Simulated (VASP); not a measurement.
Wanted: the native input for a VASP 6.6.1 run.

* Task: single point
* Functional: LDA
* Potentials or basis: VASP PAW LDA potentials, release 64 (Rb_sv, Ba_sv)
* Cutoff: 520 eV
* k mesh: 4 × 4 × 4
* Occupations: methfessel-paxton, width 0.1 eV
* Spin: no spin polarisation
* Dipole correction: no
* Further INCAR settings: ALGO = Normal; EDIFF = 1e-06; NBANDS = 28

The structure of RbBa3 lies in POSCAR:

```
RbBa3
1.0
    0.0000000000      5.1811550000      5.1811550000
    5.1811550000      0.0000000000      5.1811550000
    5.1811550000      5.1811550000      0.0000000000
Rb Ba
1 3
Direct
    0.0000000000      0.0000000000      0.0000000000
    0.2500000000      0.2500000000      0.2500000000
    0.7500000000      0.7500000000      0.7500000000
    0.5000000000      0.5000000000      0.5000000000
```

The input as run:

INCAR

```
PREC     = Accurate       # precision mode
ENCUT    = 520            # plane-wave cutoff, eV
EDIFF    = 1E-6           # SCF threshold, eV
ISMEAR   = 1              # smearing method
SIGMA    = 0.1            # smearing width, eV
LREAL    = False          # projectors in reciprocal space
LASPH    = True           # aspherical terms in the spheres
NELM     = 60             # most SCF steps
ALGO     = Normal         # electronic algorithm
ISIF     = 2              # what is computed and relaxed
LWAVE    = False          # write WAVECAR
LCHARG   = False          # write CHGCAR
NBANDS   = 28             # bands
```

KPOINTS

```
regular mesh
0
Gamma
  4 4 4
```

Potentials or basis: VASP PAW LDA potentials, release 64 (Rb_sv, Ba_sv).

Command:

```bash
$ cat potpaw_LDA.64/Rb_sv/POTCAR potpaw_LDA.64/Ba_sv/POTCAR > POTCAR
$ mpirun -np 1 vasp_std > vasp.out
```

Results of the run:

```yaml
Pressure: -0.9 GPa
Band_gap_on_the_k_mesh: zero (an odd number of electrons rules out a gap without spin polarisation)
```

Caveat: spin-orbit coupling is left out, which moves the levels of the heavy elements.

Run time: 45 s on 1 thread of AMD EPYC 9R45 96-Core Processor (Zen 5), on a shared host, peak memory 0.28 GiB.
